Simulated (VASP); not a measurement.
Write the native input for VASP 6.6.1 that does the following.

```
Task                   : single point
Functional             : RPBE
Potentials or basis    : VASP PAW PBE potentials, release 64 (Ga_d, P)
Cutoff                 : 520 eV
k mesh                 : 6 × 6 × 6
Occupations            : gaussian, width 0.1 eV
Spin                   : no spin polarisation
Dipole correction      : no
Further INCAR settings : ALGO = Normal; EDIFF = 1e-06; NBANDS = 16
```

The structure of GaP (krp) lies in POSCAR:

```
GaP
1.0
    0.0000000000      2.7258124900      2.7258124900
    2.7258124900      0.0000000000      2.7258124900
    2.7258124900      2.7258124900      0.0000000000
Ga P
1 1
Direct
    0.0000000000      0.0000000000      0.0000000000
    0.7500000000      0.7500000000      0.7500000000
```

These files were run (other wordings do the same):

INCAR

```
SYSTEM = GaP
ALGO = Normal
EDIFF = 1E-6
ENCUT = 520
GGA = RP
ISIF = 2
ISMEAR = 0
LASPH = .TRUE.
LCHARG = .FALSE.
LREAL = .FALSE.
LWAVE = .FALSE.
NBANDS = 16
NELM = 80
PREC = Accurate
SIGMA = 0.1
```

KPOINTS

```
k-points
0
G
  6 6 6
  0 0 0
```

Potentials or basis: VASP PAW PBE potentials, release 64 (Ga_d, P).

Launch:

```sh
$ cat potpaw_PBE.64/Ga_d/POTCAR potpaw_PBE.64/P/POTCAR > POTCAR
$ mpirun -np 1 vasp_std > vasp.out
```

It gave:

```yaml
Pressure: 4.4 GPa
Band_gap_on_the_k_mesh: 1.75 eV, indirect (least direct gap 1.95 eV)
```

Caveat: the PAW data sets were made with another functional, which shifts forces and pressure a little.

Wall time 21 s on 1 thread of Intel(R) Xeon(R) Platinum 8375C CPU @ 2.90GHz (Ice Lake), with other jobs on the host, peak memory 0.16 GiB.
